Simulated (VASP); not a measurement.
# MgO (Fm-3m) in VASP: further runs

MgO is run at these levels: LDA, PBEsol; tasks: dielectric tensor.

Program: VASP 6.6.1. These are calculated values, not measurements. Logs are shortened: lines on timing, memory, paths and dates and some standing lists are left out, and cuts for length are marked.

## (1) The cell of the first run

Symmetry: Fm-3m, No. 225, cubic system. The conventional cell has a = 4.194 Å, b = 4.194 Å, c = 4.194 Å, α = 90.00°, β = 90.00°, γ = 90.00°. Within 2.8 Å of Mg (site symmetry m-3m) lie 6 O at 2.10 Å. O (site symmetry m-3m) has 6 Mg at 2.10 Å within 2.8 Å.

## (2) Dielectric tensor, LDA

INCAR reads:

```
ALGO = Normal ; EDIFF = 1E-8
ENCUT = 520 ; GGA = CA
ISIF = 2 ; ISMEAR = 0
LASPH = T ; LCHARG = F
LEPSILON = T ; LREAL = F
LWAVE = F ; NELM = 100
PREC = Accurate ; SIGMA = 0.01
```

KPOINTS reads:

```
k-points
0
Gamma
  11 11 11
```

POSCAR reads:

```
MgO
1.0
    0.0000000000      2.0970013927      2.0970013927
    2.0970013927      0.0000000000      2.0970013927
    2.0970013927      2.0970013927      0.0000000000
Mg O
1 1
Direct
    0.0000000000      0.0000000000      0.0000000000
    0.5000000000      0.5000000000      0.5000000000
```

Potentials or basis: VASP PAW LDA potentials, release 64 (Mg, O).

The run is started by

```sh
$ cat potpaw_LDA.64/Mg/POTCAR potpaw_LDA.64/O/POTCAR > POTCAR
$ mpirun -np 1 vasp_std > vasp.out
```

OUTCAR:

```text
EDIFF = 1E-8
   ENCUT = 520
   GGA = CA
   ISIF = 2
   ISMEAR = 0
   LASPH = T
   LEPSILON = T
   LREAL = F
   NELM = 100
   PREC = Accurate

 ion  position               nearest neighbor table
   1  0.000  0.000  0.000-   2 2.10   2 2.10   2 2.10   2 2.10   2 2.10   2 2.10
   2  0.500  0.500  0.500-   1 2.10   1 2.10   1 2.10   1 2.10   1 2.10   1 2.10

  LATTYP: Found a face centered cubic cell.
 ALAT       =     4.1940027854

  Lattice vectors:

 A1 = (   0.0000000000,   2.0970013927,   2.0970013927)
 A2 = (   2.0970013927,   0.0000000000,   2.0970013927)
 A3 = (   2.0970013927,   2.0970013927,   0.0000000000)

Analysis of symmetry for initial positions (statically):
=====================================================================
 Subroutine PRICEL returns:
 Original cell was already a primitive cell.

 Routine SETGRP: Setting up the symmetry group for a
 face centered cubic supercell.

 Subroutine GETGRP returns: Found 48 space group operations
 (whereof 48 operations were pure point group operations)
 out of a pool of 48 trial point group operations.

The static configuration has the point symmetry O_h .

Analysis of symmetry for dynamics (positions and initial velocities):
=====================================================================
 Subroutine PRICEL returns:
 Original cell was already a primitive cell.

 Routine SETGRP: Setting up the symmetry group for a
 face centered cubic supercell.

 Subroutine GETGRP returns: Found 48 space group operations
 (whereof 48 operations were pure point group operations)
 out of a pool of 48 trial point group operations.

The dynamic configuration has the point symmetry O_h .

 Subroutine INISYM returns: Found 48 space group operations
 (whereof 48 operations are pure point group operations),
 and found     1 'primitive' translations

----------------------------------------------------------------------------------------

                                     Primitive cell

  volume of cell :      18.4428

  direct lattice vectors                    reciprocal lattice vectors
     0.000000000  2.097001393  2.097001393    -0.238435702  0.238435702  0.238435702
     2.097001393  0.000000000  2.097001393     0.238435702 -0.238435702  0.238435702
     2.097001393  2.097001393  0.000000000     0.238435702  0.238435702 -0.238435702

  length of vectors
     2.965607810  2.965607810  2.965607810     0.412982751  0.412982751  0.412982751

  position of ions in fractional coordinates (direct lattice)
     0.000000000  0.000000000  0.000000000
     0.500000000  0.500000000  0.500000000

  ion indices of the primitive-cell ions
   primitive index   ion index
                 1           1
                 2           2

----------------------------------------------------------------------------------------

 KPOINTS: k-points

Automatic generation of k-mesh.
 Grid dimensions read from file:
 generate k-points for:   11   11   11

 Generating k-lattice:

  Cartesian coordinates                     Fractional coordinates (reciprocal lattice)
    -0.021675973  0.021675973  0.021675973     0.090909091  0.000000000  0.000000000
     0.021675973 -0.021675973  0.021675973     0.000000000  0.090909091  0.000000000
     0.021675973  0.021675973 -0.021675973     0.000000000  0.000000000  0.090909091

  Length of vectors
     0.037543886  0.037543886  0.037543886

  Shift w.r.t. Gamma in fractional coordinates (k-lattice)
     0.000000000  0.000000000  0.000000000

 Subroutine IBZKPT returns following result:
 ===========================================

 Found     56 irreducible k-points:

 Following reciprocal coordinates:
            Coordinates               Weight
  0.000000  0.000000  0.000000      1.000000
  0.090909  0.000000  0.000000      8.000000
  0.181818  0.000000  0.000000      8.000000
  0.272727  0.000000  0.000000      8.000000
  0.363636  0.000000  0.000000      8.000000
  0.454545  0.000000  0.000000      8.000000
[... 16 lines left out ...]
 -0.272727  0.181818  0.000000     24.000000
 -0.181818  0.181818  0.000000     12.000000
 [... further k-points ...]
   k-points           NKPTS =     56   k-points in BZ     NKDIM =     56   number of bands    NBANDS=      8
   number of dos      NEDOS =    301   number of ions     NIONS =      2
   total plane-waves  NPLWV =  13824
   dimension x,y,z NGX =    24 NGY =   24 NGZ =   24
   dimension x,y,z NGXF=    48 NGYF=   48 NGZF=   48
   ions per type =               1   1
   NGX,Y,Z   is equivalent  to a cutoff of  13.45, 13.45, 13.45 a.u.
   NGXF,Y,Z  is equivalent  to a cutoff of  26.91, 26.91, 26.91 a.u.
 SYSTEM =  unknown system
   PREC   = accura    normal or accurate (medium, high low for compatibility)
   ISTART =      0    job   : 0-new  1-cont  2-samecut
   ICHARG =      2    charge: 1-file 2-atom 10-const
   ISPIN  =      1    spin polarized calculation?
   LNONCOLLINEAR =      F non collinear calculations
   LSORBIT =      F    spin-orbit coupling
   LASPH  =      T    aspherical Exc in radial PAW
   ENCUT  =  520.0 eV  38.22 Ry    6.18 a.u.   5.51  5.51  5.51*2*pi/ulx,y,z
   NELM   =    100;   NELMIN=  2; NELMDL= -5     # of ELM steps
   EDIFF  = 0.1E-07   stopping-criterion for ELM
   LREAL  =      F    real-space projection
   EDIFFG = 0.1E-06   stopping-criterion for IOM
   NSW    =      0    number of steps for IOM
   IBRION =     -1    ionic relax: 0-MD 1-quasi-New 2-CG
   NFREE  =      0    steps in history (QN), initial steepest desc. (CG)
   ISIF   =      2    stress and relaxation
   ISYM   =      2    0-nonsym 1-usesym 2-fastsym
   POTIM  = 0.5000    time-step for ionic-motion
   TEBEG  =    0.0;   TEEND  =   0.0 temperature during run
   PSTRESS=    0.0 pullay stress
   NELECT =       8.0000    total number of electrons
   NUPDOWN=      -1.0000    fix difference up-down
   EMIN   =  10.00;   EMAX   =-10.00  energy-range for DOS
   EFERMI =   0.00;   METHOD = LEGACY
   ISMEAR =     0;   SIGMA  =   0.01  broadening in eV -4-tet -1-fermi 0-gaus
   EFERMI_NEDOS =   21; number of points for ismear=-14 and -15
   IALGO  =     38    algorithm
   IMIX   =      4    mixing-type and parameters
     AMIX     =   0.40;   BMIX     =  1.00
     AMIX_MAG =   1.60;   BMIX_MAG =  1.00
  volume/ion in A,a.u.               =       9.22        62.23
  Fermi-wavevector in a.u.,A,eV,Ry     =   1.239261  2.341864 20.895389  1.535768
  Thomas-Fermi vector in A             =   2.373752
   LORBIT       =      0    0 simple, 1 ext, 2 COOP (PROOUT), +10 PAW based schemes
   GGA     = CA    functional components
   LHFCALC =     F    Hartree Fock is set to
   AEXX    =    0.0000 exact exchange contribution
   IVDW    =     0    specifies the selected vdW correction
   LEPSILON=     T    determine dielectric tensor
   LRPA    =     F    only Hartree local field effects (RPA)
 non-spin polarized calculation
 Gauss-broadening in eV      SIGMA  =   0.01
  energy-cutoff  :      520.00
  volume of cell :       18.44
 maximum number of plane-waves:       531
 NGX is ok and might be reduce to    24
   NGX = 11   NGY = 11   NGZ = 11

--------------------------------------- Ionic step        1  -------------------------------------------

 number of electron       8.0000004 magnetization

 E-fermi :   3.0719     XC(G=0): -11.6542

 val. band max:        2.9791095024   @ k =   0.0000   0.0000   0.0000
 cond. band min:       7.7622077751   @ k =   0.0000   0.0000   0.0000
 fundamental gap:      4.7830982727
 Fermi energy:         3.0719076974

 k-point     1 :       0.0000    0.0000    0.0000
  band No.  band energies     occupation
      1     -14.0914      2.00000
      2       2.9791      2.00000
      3       2.9791      2.00000
      4       2.9791      2.00000
      5       7.7622      0.00000
      6      18.5744      0.00000
      7      18.5744      0.00000
      8      18.5744      0.00000
[... 243 lines left out ...]
 k-point    24 :      -0.1818    0.1818    0.0000
  band No.  band energies     occupation
      1     -13.2523      2.00000
      2       0.0564      2.00000
      3       1.8236      2.00000
      4       2.5895      2.00000
      5      11.0238      0.00000
      6      14.8742      0.00000
      7      18.2945      0.00000
      8      20.7751      0.00000

 [... further k-points ...]

  FORCE on cell =-STRESS in cart. coord.  units (eV):
  Direction    XX          YY          ZZ          XY          YZ          ZX
  --------------------------------------------------------------------------------------
  -------------------------------------------------------------------------------------
  Total       -0.6641439     -0.6641439     -0.6641439      0.0000000      0.0000000     -0.0000000
  in kB      -57.6961194    -57.6961194    -57.6961194      0.0000000      0.0000000     -0.0000000
  external PRESSURE =     -57.6961194 kB  Pullay stress =       0.0000000 kB

 VOLUME and BASIS-vectors are now :
 -----------------------------------------------------------------------------
  energy-cutoff  :      520.00
  volume of cell :       18.44
      direct lattice vectors                 reciprocal lattice vectors
     0.000000000  2.097001393  2.097001393    -0.238435702  0.238435702  0.238435702
     2.097001393  0.000000000  2.097001393     0.238435702 -0.238435702  0.238435702
     2.097001393  2.097001393  0.000000000     0.238435702  0.238435702 -0.238435702

 POSITION                                       TOTAL-FORCE (eV/Angst)
 -----------------------------------------------------------------------------------
      0.00000      0.00000      0.00000         0.000000     -0.000000      0.000000
      2.09700      2.09700      2.09700        -0.000000      0.000000      0.000000
 -----------------------------------------------------------------------------------
    total drift:                               -0.000000     -0.000000      0.000000

  FREE ENERGIE OF THE ION-ELECTRON SYSTEM (eV)
  ---------------------------------------------------
  free  energy   TOTEN  =       -13.4346295401 eV

  energy  without entropy=      -13.4346295401  energy(sigma->0) =      -13.43462954

 HEAD OF MICROSCOPIC STATIC DIELECTRIC TENSOR (INDEPENDENT PARTICLE, excluding Hartree and local field effects)
 ------------------------------------------------------
           3.249660    -0.000000     0.000000
          -0.000000     3.249660    -0.000000
          -0.000000     0.000000     3.249660
 ------------------------------------------------------

 Free energy of the ion-electron system (eV)
  ---------------------------------------------------
  ---------------------------------------------------
  free energy    TOTEN  =        -0.11637749 eV

  energy without entropy =       -0.11637749

------------------------ aborting loop because EDIFF is reached ----------------------------------------

--------------------------------------- Ionic step        2  -------------------------------------------

------------------------ aborting loop because EDIFF is reached ----------------------------------------

--------------------------------------- Ionic step        3  -------------------------------------------

 Free energy of the ion-electron system (eV)
  ---------------------------------------------------
  ---------------------------------------------------
  free energy    TOTEN  =        -0.11637749 eV

  energy without entropy =       -0.11637749

------------------------ aborting loop because EDIFF is reached ----------------------------------------

 PIEZOELECTRIC TENSOR FIELD DIRECTION 3  (e Angst)
 -----------------------------------------------------------------------------
    -0.00017  0.00000  0.00000           ( -0.00001  0.00000  0.00000)
     0.00000 -0.00017  0.00000           (  0.00000 -0.00001  0.00000)
     0.00000  0.00000 -0.00017           (  0.00000  0.00000 -0.00001)

 PIEZOELECTRIC TENSOR FIELD DIRECTION 3  (C/m^2)
 -----------------------------------------------------------------------------
    -0.00014  0.00000  0.00000
     0.00000 -0.00014  0.00000
     0.00000  0.00000 -0.00015

 MACROSCOPIC STATIC DIELECTRIC TENSOR (including local field effects in DFT)
 ------------------------------------------------------
           3.133281    -0.000000    -0.000000
           0.000000     3.133281    -0.000000
           0.000000     0.000000     3.133281
 ------------------------------------------------------

 PIEZOELECTRIC TENSOR (including local field effects)  for field in x, y, z        (e  Angst)
          XX          YY          ZZ          XY          YZ          ZX
  --------------------------------------------------------------------------------
  x     0.00000     0.00000     0.00000     0.00000     0.00000     0.00000
  y     0.00000     0.00000     0.00000     0.00000     0.00000     0.00000
  z     0.00000     0.00000     0.00000     0.00000     0.00000     0.00000

 PIEZOELECTRIC TENSOR (including local field effects)  for field in x, y, z        (C/m^2)
          XX          YY          ZZ          XY          YZ          ZX
  --------------------------------------------------------------------------------
  x     0.00000     0.00000     0.00000     0.00000     0.00000     0.00000
  y     0.00000     0.00000     0.00000     0.00000     0.00000     0.00000
  z     0.00000     0.00000     0.00000     0.00000     0.00000     0.00000

 BORN EFFECTIVE CHARGES (including local field effects) (in |e|, cummulative output)
 ---------------------------------------------------------------------------------
 ion    1
    1     1.96302     0.00000     0.00000
    2     0.00000     1.96302     0.00000
    3     0.00000     0.00000     1.96302
 ion    2
    1    -1.96302     0.00000     0.00000
    2     0.00000    -1.96302     0.00000
    3     0.00000     0.00000    -1.96302
```

Wall time 97 s (1 thread of Intel Xeon 8259CL, shared host); peak memory 0.19 GiB.

What came out:

```
Band gap on the k mesh                  : 4.78 eV, direct
Electronic dielectric tensor (diagonal) : 3.13
Born charges (mean of the diagonal)     : Mg +1.96; O -1.96 e
```

Electronic dielectric tensor:
```
3.13 0.00 0.00
0.00 3.13 0.00
0.00 0.00 3.13
```

Born effective charge tensors (e):
atom 1, Mg
```
1.96 0.00 0.00
0.00 1.96 0.00
0.00 0.00 1.96
```
atom 2, O
```
-1.96  0.00  0.00
 0.00 -1.96  0.00
 0.00  0.00 -1.96
```

LDA gaps usually lie below the measured ones, often by a third to a half.

(Part 1 of 2 ends here.)
